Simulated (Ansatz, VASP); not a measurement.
## FeSi2 in VASP and in Ansatz

```
CELL_PARAMETERS angstrom
2.59599 0.00000 0.00000
0.00000 2.59599 0.00000
0.00000 0.00000 4.95317
ATOMIC_POSITIONS crystal
Fe 0.00000 0.00000 0.00000
Si 0.50000 0.50000 0.27401
Si 0.50000 0.50000 0.72599
```

Change from the starting cell: equal strain along all axes, cell held, atoms relaxed: -3.0 %.

Alike in both runs: functional PBEsol; k mesh 16 × 16 × 8; occupations gaussian, width 0.1 eV; no spin polarisation.

Ansatz relaxed the structure, and its values are those at the end. VASP's run is a single point on that final structure, the one shown.

|  | VASP | Ansatz |
| --- | --- | --- |
| version | VASP 6.6.1 | Ansatz 0.2.0 |
| potentials or method | VASP PAW PBE potentials, release 64 (Fe, Si), cutoff 520 eV | scalar-relativistic, plane waves, PAW |
| valence electrons in the cell | 16 | 24 |

|  | VASP | Ansatz | Ansatz less VASP |
| --- | --- | --- | --- |
| gap on the k mesh at the Fermi level (eV) | none | none | - |
| pressure (GPa) | 23.0 | 22.3 | -0.67 |
| rms of the force components (eV/Å) | 0.016 | 0.000 | -0.0156 |

VASP's potentials were made for PBE, not for PBEsol. A gap of «none» marks a metal or a gap that the smearing closes. The functional is the same, so the differences come from potentials, cutoffs and numerics. VASP's potentials hold 16 valence electrons a cell and Ansatz's 24, so a difference there can come from the potentials and not from the codes. Ansatz's warnings: stress scf threshold loose.
